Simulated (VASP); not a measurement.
Here is a VASP 6.6.1 calculation.

Contents of INCAR:

```
AGGAC    = 0.0          
ALDAC    = 0.0          
ALGO     = Normal         # electronic algorithm
EDIFF    = 1E-6           # SCF threshold, eV
ENCUT    = 520            # plane-wave cutoff, eV
GGA      = PE             # functional
ISIF     = 2              # what is computed and relaxed
ISMEAR   = -1             # smearing method
LASPH    = T              # aspherical terms in the spheres
LCHARG   = T              # write CHGCAR
LELF     = T              # ELF
LREAL    = F              # projectors in reciprocal space
LVHAR    = T            
LWAVE    = F              # write WAVECAR
NBANDS   = 60             # bands
NELM     = 80             # most SCF steps
PREC     = Accurate       # precision mode
SIGMA    = 0.05           # smearing width, eV
```

File KPOINTS:

```
k-points
0
Gamma
  8 8 4
```

Contents of POSCAR:

```
TiO2
1.0
    6.1535771931     -1.8834685000      0.0000000000
    6.1535771931      1.8834685000      0.0000000000
   -1.9283261078      0.0000000000      6.3289668713
Ti O
4 8
Direct
    0.9000710000      0.9000710000      0.2896020000
    0.1952860000      0.1952860000      0.2837620000
    0.0999290000      0.0999290000      0.7103980000
    0.8047140000      0.8047140000      0.7162380000
    0.3619310000      0.3619310000      0.2933970000
    0.2634885000      0.2634885000      0.6525000000
    0.8671885000      0.8671885000      0.9952910000
    0.7365115000      0.7365115000      0.3475000000
    0.9416475000      0.9416475000      0.6300210000
    0.1328115000      0.1328115000      0.0047090000
    0.6380690000      0.6380690000      0.7066030000
    0.0583525000      0.0583525000      0.3699790000
```

Potentials or basis: VASP PAW PBE potentials, release 64 (Ti_sv, O).

Command:

```console
$ cat potpaw_PBE.64/Ti_sv/POTCAR potpaw_PBE.64/O/POTCAR > POTCAR
$ mpirun -np 1 vasp_std > vasp.out
```

(1) Estimate the pressure.

(2) Estimate the largest force.

(3) What does it give for the band gap on the k mesh?

Results:

(1) 15.0 GPa.

(2) 0.277 eV/Å.

(3) 2.76 eV (least direct gap 2.94 eV).

Caveat: the cell stands under pressure.
